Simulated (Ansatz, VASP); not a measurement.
**NaGeI3: VASP beside Ansatz**

```xyz
5
Lattice="5.7715 0.0000 0.0000 0.0000 5.8893 0.0000 0.0000 0.0000 5.8893" Properties=species:S:1:pos:R:3 pbc="T T T"
Na    0.0000    0.0000    0.0000
Ge    2.8857    2.9446    2.9446
I     2.8857    2.9446    0.0000
I     2.8857    0.0000    2.9446
I     0.0000    2.9446    2.9446
```

Change from the starting cell: uniaxial_x strain -2.0%.

Alike in both runs: task single point; functional r2SCAN; k mesh 4 × 4 × 4; no spin polarisation.

|  | VASP | Ansatz |
| --- | --- | --- |
| version | VASP 6.6.1 | Ansatz 0.2.0 |
| potentials or method | VASP PAW PBE potentials, release 64 (Na_pv, Ge_d, I) | plane waves, PAW |
| plane-wave cutoff (eV) | 520 | 500 |
| occupations | gaussian, width 0.01 eV | fixed |
| valence electrons in the cell | 42 | 74 |

Ansatz gave:

```
gap on the k mesh at the Fermi level (eV)                     : 0.32
pressure (GPa)                                                : 0.4
traceless stress, the component that is largest in VASP (GPa) : 0.60
```

**Question.** What did VASP give for the same quantities?

**Answer.** gap on the k mesh at the Fermi level (eV): 0.32; pressure (GPa): 0.4; traceless stress, the component that is largest in VASP (GPa): 0.58.

VASP's potentials were made for PBE, not for r2SCAN. VASP's potentials hold 42 valence electrons a cell and Ansatz's 74, so a difference there can come from the potentials and not from the codes.

Spin-orbit coupling is off throughout.
